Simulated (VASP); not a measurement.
Write the native input for VASP 6.6.1 that does the following.

```
Task                   : single point
Functional             : PBE
Potentials or basis    : VASP PAW PBE potentials, release 64 (Gd)
Cutoff                 : 520 eV
k mesh                 : 9 × 9 × 9
Occupations            : fermi-dirac, width 0.05 eV
Spin                   : collinear spin, ferromagnetic start
Starting moments       : [7.0] μB
Dipole correction      : no
Further INCAR settings : ALGO = Normal; EDIFF = 1e-06; NBANDS = 19
```

The structure of Gd lies in POSCAR:

```
Gd
1.0
   -2.0647159654      2.0647159654      2.0647159654
    2.0647159654     -2.0647159654      2.0647159654
    2.0647159654      2.0647159654     -2.0647159654
Gd
1
Direct
    0.0000000000      0.0000000000      0.0000000000
```

The input as run:

INCAR

```
PREC = Accurate ; ENCUT = 520
EDIFF = 1E-6 ; ISMEAR = -1
SIGMA = 0.05 ; LREAL = F
LASPH = T ; NELM = 150
ALGO = Normal ; ISIF = 2
LWAVE = F ; LCHARG = T
ISPIN = 2 ; MAGMOM = 7
LORBIT = 11 ; LMAXMIX = 6
GGA = PE ; LELF = T
LVHAR = T ; NBANDS = 19
```

KPOINTS

```
Automatic mesh
0
Gamma
  9 9 9
```

Potentials or basis: VASP PAW PBE potentials, release 64 (Gd).

The run is started by

```bash
$ cat potpaw_PBE.64/Gd/POTCAR > POTCAR
$ mpirun -np 1 vasp_std > vasp.out
```

Results of the run:

- Pressure: -1.9 GPa
- Net moment: 7.63 μB per cell
- Site moments: Gd +6.99 μB
- Valence electrons inside the program's atomic spheres: Gd 15.18

Run time: 46 s on 1 thread of Intel(R) Xeon(R) 6975P-C (Granite Rapids), on a shared host, peak memory 0.2 GiB.
